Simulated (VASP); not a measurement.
# WAu (F-43m) in VASP: further runs, part 2 of 2

VASP 6.6.1. Earlier steps stand in the parts before.

## 4. Single point, PBE

Input file INCAR:

```
  ALGO = Normal
  EDIFF = 1E-7
  ENCUT = 520
  GGA = PE
  ISIF = 2
  ISMEAR = 0
  LASPH = True
  LCHARG = False
  LREAL = False
  LWAVE = False
  NBANDS = 20
  NELM = 80
  PREC = Accurate
  SIGMA = 0.011
```

Input file KPOINTS:

```
k-points
0
Gamma
  8 8 8
```

Input file POSCAR:

```
WAu
1.0
    0.0000000000      2.9092100000      2.9092100000
    2.9092100000      0.0000000000      2.9092100000
    2.9092100000      2.9092100000      0.0000000000
W Au
1 1
Direct
    0.0000000000      0.0000000000      0.0000000000
    0.7500000000      0.7500000000      0.7500000000
```

Potentials or basis: VASP PAW PBE potentials, release 64 (W_sv, Au).

Run with:

```console
> cat potpaw_PBE.64/W_sv/POTCAR potpaw_PBE.64/Au/POTCAR > POTCAR
> mpirun -np 1 vasp_std > vasp.out
```

OUTCAR:

```text
EDIFF = 1E-7
   ENCUT = 520
   GGA = PE
   ISIF = 2
   ISMEAR = 0
   LASPH = True
   LREAL = False
   NELM = 80
   PREC = Accurate

 ion  position               nearest neighbor table
   1  0.000  0.000  0.000-   2 2.52   2 2.52   2 2.52   2 2.52
   2  0.750  0.750  0.750-   1 2.52   1 2.52   1 2.52   1 2.52

  LATTYP: Found a face centered cubic cell.
 ALAT       =     5.8184200000

  Lattice vectors:

 A1 = (   0.0000000000,   2.9092100000,   2.9092100000)
 A2 = (   2.9092100000,   0.0000000000,   2.9092100000)
 A3 = (   2.9092100000,   2.9092100000,   0.0000000000)

Analysis of symmetry for initial positions (statically):
=====================================================================
 Subroutine PRICEL returns:
 Original cell was already a primitive cell.

 Routine SETGRP: Setting up the symmetry group for a
 face centered cubic supercell.

 Subroutine GETGRP returns: Found 24 space group operations
 (whereof 24 operations were pure point group operations)
 out of a pool of 48 trial point group operations.

The static configuration has the point symmetry T_d .

[... 150 lines left out ...]
 number of electron      25.0000000 magnetization

 Free energy of the ion-electron system (eV)
  ---------------------------------------------------
  ext. energy  EPLUGINS =         0.00000000
  ---------------------------------------------------
  free energy    TOTEN  =       -12.31473022 eV

  energy without entropy =      -12.31445659  energy(sigma->0) =      -12.31459340

 E-fermi :   5.5848     XC(G=0): -10.6500

 val. band max:        5.5637799852   @ k =   0.5000   0.2500   0.0000
 cond. band min:       5.5881228935   @ k =  -0.3750   0.2500   0.1250
 fundamental gap:      0.0243429084
 Fermi energy:         5.5848448511

 k-point     1 :       0.0000    0.0000    0.0000
  band No.  band energies     occupation
      1     -68.7189      2.00000
      2     -32.9043      2.00000
      3     -32.9043      2.00000
      4     -32.9043      2.00000
      5      -1.8968      2.00000
      6      -0.0948      2.00000
[... 541 lines left out ...]
     19      15.3762      0.00000
     20      18.2919      0.00000

 [... further k-points ...]
[... 5 lines left out ...]
  --------------------------------------------------------------------------------------
  -------------------------------------------------------------------------------------
  Total        0.0023944      0.0023944      0.0023944      0.0000000      0.0000000      0.0000000
  in kB        0.0779036      0.0779036      0.0779036      0.0000000      0.0000000      0.0000000
  external PRESSURE =       0.0779036 kB  Pullay stress =       0.0000000 kB

 VOLUME and BASIS-vectors are now :
 -----------------------------------------------------------------------------
  energy-cutoff  :      520.00
  volume of cell :       49.24
      direct lattice vectors                 reciprocal lattice vectors
     0.000000000  2.909210000  2.909210000    -0.171867964  0.171867964  0.171867964
     2.909210000  0.000000000  2.909210000     0.171867964 -0.171867964  0.171867964
     2.909210000  2.909210000  0.000000000     0.171867964  0.171867964 -0.171867964

 POSITION                                       TOTAL-FORCE (eV/Angst)
 -----------------------------------------------------------------------------------
      0.00000      0.00000      0.00000         0.000000      0.000000      0.000000
      4.36381      4.36381      4.36381        -0.000000     -0.000000     -0.000000
 -----------------------------------------------------------------------------------
    total drift:                               -0.000001     -0.000001     -0.000001

  FREE ENERGIE OF THE ION-ELECTRON SYSTEM (eV)
  ---------------------------------------------------
  free  energy   TOTEN  =       -12.3147302161 eV

  energy  without entropy=      -12.3144565916  energy(sigma->0) =      -12.31459340
```

stdout:

```text
POSCAR found type information on POSCAR W Au
 POSCAR found :  2 types and       2 ions
 scaLAPACK will be used
 LDA part: xc-table for (Slater+PW92), standard interpolation
 POSCAR, INCAR and KPOINTS ok, starting setup
 FFT: planning ... GRIDC
 FFT: planning ... GRID_SOFT
 FFT: planning ... GRID
 WAVECAR not read
 entering main loop
```

Wall time 10 s (1 thread of Intel Xeon 6975P-C (Granite Rapids), shared host); peak memory 0.19 GiB.

Results:

* Free energy: -12.3147 eV
* Pressure: 0.0 GPa

Caveat: spin-orbit coupling is left out, which moves the levels of the heavy elements.

## 5. Relaxation of cell and atoms, PBE

Input file INCAR:

```
ALGO = Fast
EDIFF = 1E-6
EDIFFG = -0.01
ENCUT = 600
GGA = PE
IBRION = 2
ISIF = 3
ISMEAR = -1
LASPH = True
LCHARG = False
LREAL = False
LWAVE = False
NELM = 60
NSW = 60
PREC = Accurate
SIGMA = 0.05
```

KPOINTS is that of step 4.

POSCAR is that of step 4.

Potentials or basis: VASP PAW PBE potentials, release 64 (W_sv, Au).

Run with:

```console
> cat potpaw_PBE.64/W_sv/POTCAR potpaw_PBE.64/Au/POTCAR > POTCAR
> mpirun -np 1 vasp_std > vasp.out
```

OUTCAR:

```text
EDIFF = 1E-6
   EDIFFG = -0.01
   ENCUT = 600
   GGA = PE
   IBRION = 2
   ISIF = 3
   ISMEAR = -1
   LASPH = True
   LREAL = False
   NELM = 60
   NSW = 60
   PREC = Accurate

 ion  position               nearest neighbor table
   1  0.000  0.000  0.000-   2 2.52   2 2.52   2 2.52   2 2.52
   2  0.750  0.750  0.750-   1 2.52   1 2.52   1 2.52   1 2.52

  LATTYP: Found a face centered cubic cell.
 ALAT       =     5.8184200000

  Lattice vectors:

 A1 = (   0.0000000000,   2.9092100000,   2.9092100000)
 A2 = (   2.9092100000,   0.0000000000,   2.9092100000)
 A3 = (   2.9092100000,   2.9092100000,   0.0000000000)

Analysis of symmetry for initial positions (statically):
=====================================================================
 Subroutine PRICEL returns:
 Original cell was already a primitive cell.

 Routine SETGRP: Setting up the symmetry group for a
 face centered cubic supercell.

 Subroutine GETGRP returns: Found 24 space group operations
 (whereof 24 operations were pure point group operations)
 out of a pool of 48 trial point group operations.

The static configuration has the point symmetry T_d .
[... 166 lines left out ...]

  FORCE on cell =-STRESS in cart. coord.  units (eV):
  Direction    XX          YY          ZZ          XY          YZ          ZX
  --------------------------------------------------------------------------------------
  -------------------------------------------------------------------------------------
  Total        0.0312324      0.0312324      0.0312324      0.0000000      0.0000000      0.0000000
  in kB        1.0161578      1.0161578      1.0161578      0.0000000      0.0000000      0.0000000
  external PRESSURE =       1.0161578 kB  Pullay stress =       0.0000000 kB
[... 59 lines left out ...]
--------------------------------------- Ionic step        3  -------------------------------------------

 number of electron      25.0000001 magnetization

 Free energy of the ion-electron system (eV)
  ---------------------------------------------------
  ext. energy  EPLUGINS =         0.00000000
  ---------------------------------------------------
  free energy    TOTEN  =       -12.32484127 eV

  energy without entropy =      -12.30538716  energy(sigma->0) =      -12.31511422

 E-fermi :   5.6139     XC(G=0): -10.6461

 val. band max:        5.5797604617   @ k =  -0.3750   0.2500   0.1250
 cond. band min:       5.6491499018   @ k =   0.3750   0.2500   0.0000
 fundamental gap:      0.0693894401
 Fermi energy:         5.6138827013

 k-point     1 :       0.0000    0.0000    0.0000
  band No.  band energies     occupation
      1     -68.7288      2.00000
      2     -32.9139      2.00000
      3     -32.9139      2.00000
      4     -32.9139      2.00000
      5      -1.9007      2.00000
      6      -0.0984      2.00000
[... 433 lines left out ...]
      3     -32.9165      2.00000
      4     -32.9132      2.00000
      5      -0.5016      2.00000
      6      -0.3297      2.00000
[... 8 lines left out ...]
     15       7.3408      0.00000
     16       7.4421      0.00000

 [... further k-points ...]
[... 5 lines left out ...]
  --------------------------------------------------------------------------------------
  -------------------------------------------------------------------------------------
  Total        0.0046555      0.0046555      0.0046555     -0.0000000     -0.0000000     -0.0000000
  in kB        0.1513528      0.1513528      0.1513528     -0.0000000     -0.0000000     -0.0000000
  external PRESSURE =       0.1513528 kB  Pullay stress =       0.0000000 kB
[... 17 lines left out ...]
  FREE ENERGIE OF THE ION-ELECTRON SYSTEM (eV)
  ---------------------------------------------------
  free  energy   TOTEN  =       -12.3248412665 eV

  energy  without entropy=      -12.3053871639  energy(sigma->0) =      -12.31511422

 reached required accuracy - stopping structural energy minimisation
```

Run time: 33 s. Hardware: 1 thread of Intel Xeon 6975P-C (Granite Rapids), shared host; peak memory 0.23 GiB.

Results:

```
Free energy                            : -12.3248 eV
Relaxed volume                         : 24.64 Å³/atom
Relaxed cell                           : a = 4.115 Å, b = 4.115 Å, c = 4.115 Å, α = 60.00°, β = 60.00°, γ = 60.00°
Space group after relaxing (to 0.05 Å) : F-43m (No. 216)
Energy gained by relaxing              : 0.0 meV/atom
Ionic steps                            : 3
Pressure after relaxing                : 0.0 GPa
```

Final structure:
```
W Au
1.0
     0.00000    2.90995    2.90995
     2.90995    0.00000    2.90995
     2.90995    2.90995    0.00000
W Au
1 1
Direct
  0.00000 0.00000 0.00000
  0.75000 0.75000 0.75000
```

Levels at points of the mesh, in eV from the Fermi level:
| k point | band 10 | band 11 | band 12 | band 13 | band 14 | band 15 | band 16 |
| --- | --- | --- | --- | --- | --- | --- | --- |
| (0.00, 0.00, 0.00) | -5.62 | -0.73 | -0.73 | -0.73 | 1.52 | 1.52 | 8.36 |
| (0.50, 0.00, 0.00) | -4.96 | -1.82 | -0.26 | -0.26 | 1.35 | 1.35 | 1.98 |
| (0.50, 0.50, 0.00) | -3.99 | -2.74 | 0.37 | 1.24 | 1.45 | 1.45 | 2.70 |

Caveat: spin-orbit coupling is left out, which moves the levels of the heavy elements.

## 6. Summary

| task | level | potentials or basis | cell | cutoff (eV) | smearing | gap on the mesh (eV) | pressure (GPa) |
| --- | --- | --- | --- | --- | --- | --- | --- |
| relaxation of cell and atoms | LDA | VASP PAW LDA potentials, release 64 (W_sv, Au) | relaxed to 20 GPa | 600 | fermi-dirac 0.05 eV | none | 20.0 |
| relaxation of cell and atoms | LDA | VASP PAW LDA potentials, release 64 (W_sv, Au) | relaxed to 30 GPa | 600 | fermi-dirac 0.05 eV | none | 30.1 |
| single point | PBE | VASP PAW PBE potentials, release 64 (W_sv, Au) | as given | 520 | gaussian 0.011 eV | none | 0.0 |
| relaxation of cell and atoms | PBE | VASP PAW PBE potentials, release 64 (W_sv, Au) | relaxed | 600 | fermi-dirac 0.05 eV | none | 0.0 |

Alike in all rows: no spin polarisation; k mesh 8 × 8 × 8.

Caveats: spin-orbit coupling is left out, which moves the levels of the heavy elements; the cell is relaxed towards a set pressure, so the enthalpy falls and the energy may rise (some runs); the volume moved by over 15 % at a fixed basis, so the end points are rough (some runs).

Absolute energies hang on the potentials; compare differences alone.
